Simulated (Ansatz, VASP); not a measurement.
## One calculation of CoO, two programs

Contents of INCAR:

```
PREC     = Accurate       # precision mode
ENCUT    = 600            # plane-wave cutoff, eV
EDIFF    = 1E-6           # SCF threshold, eV
ISMEAR   = -1             # smearing method
SIGMA    = 0.05           # smearing width, eV
LREAL    = F              # projectors in reciprocal space
LASPH    = T              # aspherical terms in the spheres
NELM     = 200            # most SCF steps
ALGO     = Normal         # electronic algorithm
ISIF     = 2              # what is computed and relaxed
LWAVE    = F              # write WAVECAR
LCHARG   = T              # write CHGCAR
ISPIN    = 2              # spin polarisation
MAGMOM   = 4 0            # initial moments
LORBIT   = 11             # projections on sites
NUPDOWN  = 4.0            # fixed moment
LMAXMIX  = 4              # l up to which the mixer works
GGA      = PE             # functional
LELF     = T              # ELF
LVHAR    = T            
NBANDS   = 22             # bands
GGA_COMPAT= F
```

Contents of KPOINTS:

```
regular mesh
0
Gamma
  10 10 10
```

File POSCAR:

```
CoO
1.0
   -1.5080004400      1.5080004400      2.1072503600
    1.5080004400     -1.5080004400      2.1072503600
    1.5080004400      1.5080004400     -2.1072503600
Co O
1 1
Direct
    0.0000000000      0.0000000000      0.0000000000
    0.5000000000      0.5000000000      0.0000000000
```

Contents of input.yaml:

```yaml
crystal:
  lattice:
    - [-1.50800044, 1.50800044, 2.10725036]
    - [1.50800044, -1.50800044, 2.10725036]
    - [1.50800044, 1.50800044, -2.10725036]
  atoms:
    - { symbol: Co, position: [0.0, 0.0, 0.0], spin: 4.0 }
    - { symbol: O, position: [0.5, 0.5, 0.0] }
hamiltonian:
  xc: pbe
  pseudopotentials: { kind: paw }
magnetization:
  spin_polarized: true
  initial_magnetization: 4.0
  spin_locking: { lock_magnetization: hard }
kpoints:
  mp_grid: { grid: [10, 10, 10] }
scf:
  occupations: { method: fermi_dirac, width: 0.05 }
  lower_state_search: "off"
output:
  forces: true
  stress: true
  eigenvalues: true
  write_density: true
  write_potential: true
  elf: true
  volumetric_format: npy
```

Alike in both runs: task single point; functional PBE; k mesh 10 × 10 × 10; occupations fermi-dirac, width 0.05 eV; collinear spin; fixed moment 4 μB.

```csv
,VASP,Ansatz
version,VASP 6.6.1,Ansatz 0.2.0
potentials or method,"VASP PAW PBE potentials, release 64 (Co_sv, O)",Ansatz PAW
plane-wave cutoff (eV),600,420
valence electrons in the cell,23,23
```

```tsv
	VASP	Ansatz	Ansatz less VASP
pressure (GPa)	22.3	24.6	+2.33
traceless stress, the component that is largest in VASP (GPa)	0.56	0.55	-0.007
net moment per atom (μB)	2.00	2.00	0.000
size of the moment on the site where the two differ most (μB)	2.96	2.90	-0.059
```

Site moments also hang on the region over which each program counts them.
